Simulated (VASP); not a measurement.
# ScNb (P-6m2) in VASP: single point with PBEsol

Aim: the single point of ScNb with PBEsol.

Everything below comes from runs of VASP 6.6.1. Logs are shortened: lines on timing, memory, paths and dates and some standing lists are left out, and cuts for length are marked.

**1. The cell of the first run**

Symmetry: P-6m2, No. 187, hexagonal system. Conventional cell: a = 3.066 Å, b = 3.066 Å, c = 5.072 Å, α = 90.00°, β = 90.00°, γ = 120.00°. Sc (site symmetry -6m2) has 6 Sc at 3.07 Å and 6 Nb at 3.09 Å within 4.0 Å. Nb (site symmetry -6m2) has 6 Nb at 3.07 Å and 6 Sc at 3.09 Å within 4.0 Å.

**2. Single point, PBEsol**

INCAR

```
  PREC = Accurate
  ENCUT = 500
  EDIFF = 1E-6
  ISMEAR = -1
  SIGMA = 0.1
  LREAL = F
  LASPH = T
  NELM = 120
  ALGO = Normal
  ISIF = 2
  LWAVE = F
  LCHARG = T
  GGA = PS
  LELF = T
  LVHAR = T
  NBANDS = 19
  GGA_COMPAT = F
```

KPOINTS

```
regular mesh
0
Gamma
  11 11 6
```

POSCAR

```
ScNb
1.0
    3.0656440000      0.0000000000      0.0000000000
   -1.5328220000      2.6549260000      0.0000000000
    0.0000000000      0.0000000000      5.0721940000
Sc Nb
1 1
Direct
    0.0000000000      0.0000000000      0.0000000000
    0.3333333333      0.6666666667      0.5000000000
```

Potentials or basis: VASP PAW PBE potentials, release 64 (Sc_sv, Nb_sv).

On the command line:

```console
cat potpaw_PBE.64/Sc_sv/POTCAR potpaw_PBE.64/Nb_sv/POTCAR > POTCAR
mpirun -np 1 vasp_std > vasp.out
```

OUTCAR:

```text
PREC = Accurate
   ENCUT = 500
   EDIFF = 1E-6
   ISMEAR = -1
   LREAL = F
   LASPH = T
   NELM = 120
   ISIF = 2
   GGA = PS

 ion  position               nearest neighbor table
   1  0.000  0.000  0.000-   2 3.09   2 3.09   2 3.09   2 3.09   2 3.09   2 3.09
   2  0.333  0.667  0.500-   1 3.09   1 3.09   1 3.09   1 3.09   1 3.09   1 3.09

  LATTYP: Found a hexagonal cell.
 ALAT       =     3.0656440000
 C/A-ratio  =     1.6545280535

  Lattice vectors:

 A1 = (   3.0656440000,   0.0000000000,   0.0000000000)
 A2 = (  -1.5328220000,   2.6549260000,   0.0000000000)
 A3 = (   0.0000000000,   0.0000000000,   5.0721940000)

Analysis of symmetry for initial positions (statically):
=====================================================================
 Subroutine PRICEL returns:
 Original cell was already a primitive cell.

 Routine SETGRP: Setting up the symmetry group for a
 hexagonal supercell.

 Subroutine GETGRP returns: Found 12 space group operations
 (whereof 12 operations were pure point group operations)
 out of a pool of 24 trial point group operations.

The static configuration has the point symmetry D_3h.

Analysis of symmetry for dynamics (positions and initial velocities):
=====================================================================
 Subroutine PRICEL returns:
 Original cell was already a primitive cell.

 Routine SETGRP: Setting up the symmetry group for a
 hexagonal supercell.

 Subroutine GETGRP returns: Found 12 space group operations
 (whereof 12 operations were pure point group operations)
 out of a pool of 24 trial point group operations.

The dynamic configuration has the point symmetry D_3h.

 Subroutine INISYM returns: Found 12 space group operations
 (whereof 12 operations are pure point group operations),
 and found     1 'primitive' translations

----------------------------------------------------------------------------------------

                                     Primitive cell

  volume of cell :      41.2829

  direct lattice vectors                    reciprocal lattice vectors
     3.065644000  0.000000000  0.000000000     0.326195736  0.188329166  0.000000000
    -1.532822000  2.654926000  0.000000000     0.000000000  0.376658332  0.000000000
     0.000000000  0.000000000  5.072194000     0.000000000  0.000000000  0.197153342

  length of vectors
     3.065644000  3.065644361  5.072194000     0.376658377  0.376658332  0.197153342

  position of ions in fractional coordinates (direct lattice)
     0.000000000  0.000000000  0.000000000
     0.333333333  0.666666667  0.500000000

  ion indices of the primitive-cell ions
   primitive index   ion index
                 1           1
                 2           2

----------------------------------------------------------------------------------------

 KPOINTS: regular mesh

Automatic generation of k-mesh.
 Grid dimensions read from file:
 generate k-points for:   11   11    6

 Generating k-lattice:

  Cartesian coordinates                     Fractional coordinates (reciprocal lattice)
     0.029654158  0.017120833  0.000000000     0.090909091  0.000000000  0.000000000
     0.000000000  0.034241667  0.000000000     0.000000000  0.090909091  0.000000000
     0.000000000  0.000000000  0.032858890     0.000000000  0.000000000  0.166666667

  Length of vectors
     0.034241671  0.034241667  0.032858890

  Shift w.r.t. Gamma in fractional coordinates (k-lattice)
     0.000000000  0.000000000  0.000000000

 Subroutine IBZKPT returns following result:
 ===========================================

 Found     64 irreducible k-points:

 Following reciprocal coordinates:
            Coordinates               Weight
  0.000000  0.000000  0.000000      1.000000
  0.090909  0.000000  0.000000      6.000000
  0.181818  0.000000  0.000000      6.000000
  0.272727  0.000000  0.000000      6.000000
  0.363636  0.000000  0.000000      6.000000
  0.454545  0.000000  0.000000      6.000000
[... 16 lines left out ...]
  0.090909  0.090909  0.166667     12.000000
  0.181818  0.090909  0.166667     24.000000
 [... further k-points ...]
   k-points           NKPTS =     64   k-points in BZ     NKDIM =     64   number of bands    NBANDS=     19
   number of dos      NEDOS =    301   number of ions     NIONS =      2
   total plane-waves  NPLWV =  23040
   dimension x,y,z NGX =    24 NGY =   24 NGZ =   40
   dimension x,y,z NGXF=    48 NGYF=   48 NGZF=   80
   ions per type =               1   1
   NGX,Y,Z   is equivalent  to a cutoff of  13.01, 13.01, 13.11 a.u.
   NGXF,Y,Z  is equivalent  to a cutoff of  26.03, 26.03, 26.22 a.u.
 SYSTEM =  unknown system
   PREC   = accura    normal or accurate (medium, high low for compatibility)
   ISTART =      0    job   : 0-new  1-cont  2-samecut
   ICHARG =      2    charge: 1-file 2-atom 10-const
   ISPIN  =      1    spin polarized calculation?
   LNONCOLLINEAR =      F non collinear calculations
   LSORBIT =      F    spin-orbit coupling
   LASPH  =      T    aspherical Exc in radial PAW
   ENCUT  =  500.0 eV  36.75 Ry    6.06 a.u.   5.59  5.59  9.25*2*pi/ulx,y,z
   NELM   =    120;   NELMIN=  2; NELMDL= -5     # of ELM steps
   EDIFF  = 0.1E-05   stopping-criterion for ELM
   LREAL  =      F    real-space projection
   EDIFFG = 0.1E-04   stopping-criterion for IOM
   NSW    =      0    number of steps for IOM
   IBRION =     -1    ionic relax: 0-MD 1-quasi-New 2-CG
   NFREE  =      0    steps in history (QN), initial steepest desc. (CG)
   ISIF   =      2    stress and relaxation
   ISYM   =      2    0-nonsym 1-usesym 2-fastsym
   POTIM  = 0.5000    time-step for ionic-motion
   TEBEG  =    0.0;   TEEND  =   0.0 temperature during run
   PSTRESS=    0.0 pullay stress
   NELECT =      24.0000    total number of electrons
   NUPDOWN=      -1.0000    fix difference up-down
   EMIN   =  10.00;   EMAX   =-10.00  energy-range for DOS
   EFERMI =   0.00;   METHOD = LEGACY
   ISMEAR =    -1;   SIGMA  =   0.10  broadening in eV -4-tet -1-fermi 0-gaus
   EFERMI_NEDOS =   21; number of points for ismear=-14 and -15
   IALGO  =     38    algorithm
   IMIX   =      4    mixing-type and parameters
     AMIX     =   0.40;   BMIX     =  1.00
     AMIX_MAG =   1.60;   BMIX_MAG =  1.00
  volume/ion in A,a.u.               =      20.64       139.30
  Fermi-wavevector in a.u.,A,eV,Ry     =   1.366329  2.581987 25.400099  1.866855
  Thomas-Fermi vector in A             =   2.492479
   LORBIT       =      0    0 simple, 1 ext, 2 COOP (PROOUT), +10 PAW based schemes
   GGA     = PS    functional components
   LHFCALC =     F    Hartree Fock is set to
   AEXX    =    0.0000 exact exchange contribution
   IVDW    =     0    specifies the selected vdW correction
   LEPSILON=     F    determine dielectric tensor
   LRPA    =     F    only Hartree local field effects (RPA)
 non-spin polarized calculation
  energy-cutoff  :      500.00
  volume of cell :       41.28
 maximum number of plane-waves:      1075
 NGX is ok and might be reduce to    24
   NGX = 11   NGY = 11   NGZ = 19

 number of electron      24.0000000 magnetization

 Free energy of the ion-electron system (eV)
  ---------------------------------------------------
  ext. energy  EPLUGINS =         0.00000000
  ---------------------------------------------------
  free energy    TOTEN  =       -17.14091430 eV

  energy without entropy =      -17.06196845  energy(sigma->0) =      -17.10144138

 E-fermi :   7.0792     XC(G=0): -11.3416

 val. band max:        7.0607007637   @ k =   0.1818   0.0000   0.5000
 cond. band min:       7.0870150501   @ k =   0.0909   0.0909   0.5000
 fundamental gap:      0.0263142865
 Fermi energy:         7.0792227707

 k-point     1 :       0.0000    0.0000    0.0000
  band No.  band energies     occupation
      1     -47.5268      2.00000
      2     -41.7271      2.00000
      3     -23.6970      2.00000
      4     -23.1796      2.00000
      5     -23.1796      2.00000
      6     -20.4174      2.00000
[... 11 lines left out ...]
     18       9.3076      0.00000
     19      11.2371      0.00000

 k-point     2 :       0.0909    0.0000    0.0000
  band No.  band energies     occupation
      1     -47.5196      2.00000
      2     -41.7203      2.00000
      3     -23.6859      2.00000
      4     -23.2374      2.00000
      5     -23.1930      2.00000
      6     -20.4141      2.00000
[... 11 lines left out ...]
     18       9.3174      0.00000
     19      11.3129      0.00000

 k-point     3 :       0.1818    0.0000    0.0000
  band No.  band energies     occupation
      1     -47.5001      2.00000
      2     -41.7017      2.00000
      3     -23.6561      2.00000
      4     -23.3905      2.00000
      5     -23.2287      2.00000
      6     -20.4053      2.00000
[... 11 lines left out ...]
     18       9.7860      0.00000
     19      11.4570      0.00000

 k-point     4 :       0.2727    0.0000    0.0000
  band No.  band energies     occupation
      1     -47.4744      2.00000
      2     -41.6773      2.00000
      3     -23.6169      2.00000
      4     -23.5864      2.00000
      5     -23.2751      2.00000
      6     -20.5105      2.00000
[... 11 lines left out ...]
     18      10.4771      0.00000
     19      11.5704      0.00000

 k-point     5 :       0.3636    0.0000    0.0000
  band No.  band energies     occupation
      1     -47.4507      2.00000
      2     -41.6547      2.00000
      3     -23.7624      2.00000
      4     -23.5805      2.00000
      5     -23.3174      2.00000
      6     -20.6527      2.00000
[... 11 lines left out ...]
     18      11.2310      0.00000
     19      11.6307      0.00000

 k-point     6 :       0.4545    0.0000    0.0000
  band No.  band energies     occupation
      1     -47.4365      2.00000
      2     -41.6413      2.00000
      3     -23.8652      2.00000
      4     -23.5587      2.00000
      5     -23.3423      2.00000
      6     -20.7358      2.00000
[... 11 lines left out ...]
     18      11.7956      0.00000
     19      12.0315      0.00000

 k-point     7 :       0.0909    0.0909    0.0000
  band No.  band energies     occupation
      1     -47.5062      2.00000
      2     -41.7075      2.00000
      3     -23.6655      2.00000
      4     -23.3392      2.00000
      5     -23.2212      2.00000
      6     -20.4080      2.00000
[... 11 lines left out ...]
     18       9.6609      0.00000
     19      11.3815      0.00000

 k-point     8 :       0.1818    0.0909    0.0000
  band No.  band energies     occupation
      1     -47.4836      2.00000
      2     -41.6860      2.00000
      3     -23.6310      2.00000
      4     -23.5048      2.00000
      5     -23.2712      2.00000
      6     -20.4445      2.00000
[... 256 lines left out ...]
 k-point    20 :       0.2727    0.0000    0.1667
  band No.  band energies     occupation
      1     -47.4743      2.00000
      2     -41.6774      2.00000
      3     -23.6151      2.00000
      4     -23.5868      2.00000
      5     -23.2748      2.00000
      6     -20.5088      2.00000
[... 11 lines left out ...]
     18      10.4479      0.00000
     19      11.4669      0.00000

 k-point    21 :       0.3636    0.0000    0.1667
  band No.  band energies     occupation
      1     -47.4506      2.00000
      2     -41.6548      2.00000
      3     -23.7645      2.00000
      4     -23.5805      2.00000
      5     -23.3170      2.00000
      6     -20.6494      2.00000
[... 11 lines left out ...]
     18      11.0892      0.00000
     19      11.5678      0.00000

 k-point    22 :       0.4545    0.0000    0.1667
  band No.  band energies     occupation
      1     -47.4365      2.00000
      2     -41.6413      2.00000
      3     -23.8674      2.00000
      4     -23.5607      2.00000
      5     -23.3419      2.00000
      6     -20.7317      2.00000
[... 11 lines left out ...]
     18      11.8242      0.00000
     19      11.8510      0.00000

 k-point    23 :       0.0909    0.0909    0.1667
  band No.  band energies     occupation
      1     -47.5061      2.00000
      2     -41.7078      2.00000
      3     -23.6587      2.00000
      4     -23.3398      2.00000
      5     -23.2210      2.00000
      6     -20.4187      2.00000
[... 11 lines left out ...]
     18       9.7781      0.00000
     19      11.3325      0.00000

 k-point    24 :       0.1818    0.0909    0.1667
  band No.  band energies     occupation
      1     -47.4835      2.00000
      2     -41.6862      2.00000
      3     -23.6271      2.00000
      4     -23.5058      2.00000
      5     -23.2710      2.00000
      6     -20.4443      2.00000
[... 11 lines left out ...]
     18      10.3119      0.00000
     19      11.3763      0.00000

 [... further k-points ...]

------------------------ aborting loop because EDIFF is reached ----------------------------------------

  FORCE on cell =-STRESS in cart. coord.  units (eV):
  Direction    XX          YY          ZZ          XY          YZ          ZX
  --------------------------------------------------------------------------------------
  -------------------------------------------------------------------------------------
  Total       -1.0286311     -1.0286314     -1.1334416     -0.0000000      0.0000000      0.0000000
  in kB      -39.9208929    -39.9209055    -43.9885585     -0.0000000      0.0000000      0.0000000
  external PRESSURE =     -41.2767856 kB  Pullay stress =       0.0000000 kB

 VOLUME and BASIS-vectors are now :
 -----------------------------------------------------------------------------
  energy-cutoff  :      500.00
  volume of cell :       41.28
      direct lattice vectors                 reciprocal lattice vectors
     3.065644000  0.000000000  0.000000000     0.326195736  0.188329166  0.000000000
    -1.532822000  2.654926000  0.000000000     0.000000000  0.376658332  0.000000000
     0.000000000  0.000000000  5.072194000     0.000000000  0.000000000  0.197153342

 POSITION                                       TOTAL-FORCE (eV/Angst)
 -----------------------------------------------------------------------------------
      0.00000      0.00000      0.00000        -0.000000      0.000000      0.000000
     -0.00000      1.76995      2.53610         0.000000     -0.000000      0.000000
 -----------------------------------------------------------------------------------
    total drift:                                0.000000     -0.000000     -0.000000

  FREE ENERGIE OF THE ION-ELECTRON SYSTEM (eV)
  ---------------------------------------------------
  free  energy   TOTEN  =       -17.1409143024 eV

  energy  without entropy=      -17.0619684486  energy(sigma->0) =      -17.10144138
```

Wall time 54 s (1 thread of Intel Xeon Platinum 8259CL at 2.50GHz (Skylake/Cascade Lake), shared host); peak memory 0.19 GiB.

What came out:

- Free energy: -17.1409 eV
- Pressure: -4.1 GPa
- Band gap on the k mesh: zero (band 12 reaches 7.68 eV, above the bottom of band 13 at 6.82 eV)

Stress tensor (GPa, compression positive):
```
-3.99  0.00  0.00
 0.00 -3.99  0.00
 0.00  0.00 -4.40
```

Caveat: the PAW data sets were made with another functional, which shifts forces and pressure a little.
